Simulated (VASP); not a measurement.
Wanted: the native input for a VASP 6.6.1 run.

- Task: single point
- Functional: LDA
- Potentials or basis: VASP PAW LDA potentials, release 64 (Ir)
- Cutoff: 520 eV
- k mesh: 8 × 8 × 8
- Occupations: gaussian, width 0.15 eV
- Spin: no spin polarisation
- Dipole correction: no
- Further INCAR settings: ALGO = Normal; EDIFF = 1e-06; NBANDS = 10

The structure of Ir lies in POSCAR:

```
Ir
1.0
    0.0000000000      1.6770124182      2.5155186272
    1.6770124182      0.0000000000      2.5155186272
    1.6770124182      1.6770124182      0.0000000000
Ir
1
Direct
    0.0000000000      0.0000000000      0.0000000000
```

This cell differs from its parent crystal: ratio of the length along z to the lengths across it x 1.5, volume and fractional coordinates fixed.

The input as run:

INCAR

```
SYSTEM = Ir
  PREC = Accurate
  ENCUT = 520
  EDIFF = 1E-6
  ISMEAR = 0
  SIGMA = 0.15
  LREAL = .FALSE.
  LASPH = .TRUE.
  NELM = 60
  ALGO = Normal
  ISIF = 2
  LWAVE = .FALSE.
  LCHARG = .FALSE.
  GGA = CA
  NBANDS = 10
```

KPOINTS

```
Automatic mesh
0
G
  8 8 8
  0 0 0
```

Potentials or basis: VASP PAW LDA potentials, release 64 (Ir).

Launch:

```bash
$ cat potpaw_LDA.64/Ir/POTCAR > POTCAR
$ mpirun -np 1 vasp_std > vasp.out
```

It gave:

The pressure is 39.9 GPa.

Caveat: the k points lie up to 0.37 Å⁻¹ apart.

It took 4.3 s on 1 thread of AMD EPYC 9R45 96-Core Processor (Zen 5), with other jobs on the host, peak memory 0.1 GiB.
